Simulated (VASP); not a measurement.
The system is GeBiBr5.

```xyz
7
Lattice="4.7719 0.0000 0.0000 0.0000 4.7719 0.0000 0.0000 0.0000 8.6834" Properties=species:S:1:pos:R:3 pbc="T T T"
Ge    2.3859    2.3859    0.0000
Bi    0.0000    0.0000    4.3417
Br    0.0000    2.3859    2.6202
Br    0.0000    2.3859    6.0632
Br    2.3859    0.0000    2.6202
Br    2.3859    0.0000    6.0632
Br    0.0000    0.0000    0.0000
```

The cell was built from a structure type or drawn by symmetry, and may not be a known phase.

* Program: VASP 6.6.1
* Task: relaxation of cell and atoms
* Functional: PBE
* Potentials or basis: VASP PAW PBE potentials, release 64 (Ge_d, Bi_d, Br)
* Cutoff: 600 eV
* k mesh: 4 × 4 × 2
* Occupations: gaussian, width 0.1 eV
* Spin: no spin polarisation

At the start: pressure 2.6 GPa; volume 28.25 Å³/atom.

Q: Where does the relaxation end?

A: Over 10 steps the energy falls by 43.4 meV/atom and the volume is 28.58 Å³/atom (+1.2 %); space group P4/mmm (No. 123, to 0.1 Å) before and after.

The path:
```tsv
step	energy change (eV)	largest force (eV/Å)	pressure (GPa)	volume (Å³)
1	0.0000	0.6130	2.65	197.73
2	-0.1509	0.2430	-0.61	211.37
3	-0.1510	0.2492	-0.55	211.09
4	-0.1860	0.2439	-0.48	209.55
5	-0.2616	0.2243	-0.11	204.81
6	-0.2655	0.1688	1.21	194.77
7	-0.2872	0.2069	0.56	199.06
8	-0.2975	0.0386	-0.54	202.83
9	-0.3015	0.0423	-0.17	201.50
10	-0.3040	0.0016	0.06	200.05
```

Final structure:
```xyz
7
Lattice="4.9988 0.0000 0.0000 0.0000 4.9988 0.0000 0.0000 0.0000 8.0060" Properties=species:S:1:pos:R:3 pbc="T T T"
Ge    2.4994    2.4994    0.0000
Bi    0.0000    0.0000    4.0030
Br    4.9988    2.4994    2.2465
Br    0.0000    2.4994    5.7595
Br    2.4994    0.0000    2.2465
Br    2.4994    4.9988    5.7595
Br    0.0000    0.0000    0.0000
```
